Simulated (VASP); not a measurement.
A run of VASP 6.6.1:

POSCAR

```
Ti2O
1.0
    2.9130994064      0.0000000000      0.0000000000
   -1.4565497032      2.5228180897      0.0000000000
    0.0000000000      0.0000000000      4.7594930755
Ti O
2 1
Direct
    0.6666666667      0.3333333333      0.2698221673
    0.3333333333      0.6666666667      0.7301778327
    0.0000000000      0.0000000000      0.0000000000
```

File INCAR.step1:

```
SYSTEM = Ti2O
PREC = Accurate
ENCUT = 520
ISMEAR = 0
SIGMA = 0.1
LREAL = .FALSE.
LASPH = .TRUE.
NELM = 80
NBANDS = 22
GGA = PE
ALGO = Normal
EDIFF = 1E-4
LWAVE = .TRUE.
LCHARG = .FALSE.
```

Contents of INCAR.step2:

```
SYSTEM = Ti2O
PREC = Accurate
ENCUT = 520
EDIFF = 1E-6
ISMEAR = 0
SIGMA = 0.1
LREAL = .FALSE.
LASPH = .TRUE.
NELM = 80
ALGO = Normal
ISIF = 2
LWAVE = .FALSE.
LCHARG = .TRUE.
METAGGA = R2SCAN
LMIXTAU = .TRUE.
LELF = .TRUE.
LVHAR = .TRUE.
NBANDS = 22
ISTART = 1
```

File KPOINTS:

```
regular mesh
0
G
  18 18 10
  0 0 0
```

Potentials or basis: VASP PAW PBE potentials, release 64 (Ti_sv, O).

Launch:

```sh
$ cat potpaw_PBE.64/Ti_sv/POTCAR potpaw_PBE.64/O/POTCAR > POTCAR
$ cp INCAR.step1 INCAR
$ mpirun -np 1 vasp_std > vasp.out
$ cp INCAR.step2 INCAR
$ mpirun -np 1 vasp_std > vasp.out
```

Hardware: 1 thread of Oxide Virtual Turin-like Processor, on a shared host.

Problem. Estimate the wall time of this run.

Solution. It took 27 min on 1 thread of Oxide Virtual Turin-like Processor (shared host), peak memory 0.31 GiB. Counts: k points 330.
